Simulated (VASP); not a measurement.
Input of a VASP 6.6.1 run:

File INCAR:

```
PREC = Accurate
ENCUT = 520
EDIFF = 1E-6
ISMEAR = -1
SIGMA = 0.1
LREAL = False
LASPH = True
NELM = 150
ALGO = Normal
ISIF = 2
LWAVE = False
LCHARG = False
ISPIN = 2
MAGMOM = 0 1.5 0 0 0
LORBIT = 11
LMAXMIX = 4
GGA = PE
NBANDS = 32
```

The input KPOINTS:

```
Automatic mesh
0
Gamma
  7 7 7
```

POSCAR

```
SrVO3
1.0
    3.8409000000      0.0000000000      0.0000000000
    0.0000000000      3.8409000000      0.0000000000
    0.0000000000      0.0000000000      3.8409000000
Sr V O
1 1 3
Direct
    0.5000000000      0.5000000000      0.5000000000
    0.0000000000      0.0000000000      0.0000000000
    0.5000000000      0.0000000000      0.0000000000
    0.0000000000      0.5000000000      0.0000000000
    0.0000000000      0.0000000000      0.5000000000
```

Potentials or basis: VASP PAW PBE potentials, release 64 (Sr_sv, V_sv, O).

Run with:

```sh
$ cat potpaw_PBE.64/Sr_sv/POTCAR potpaw_PBE.64/V_sv/POTCAR potpaw_PBE.64/O/POTCAR > POTCAR
$ mpirun -np 1 vasp_std > vasp.out
```

(1) What does it give for the net moment?

(2) Estimate the pressure.

## Answers

(1) 0.00 μB per cell.

(2) 3.3 GPa.
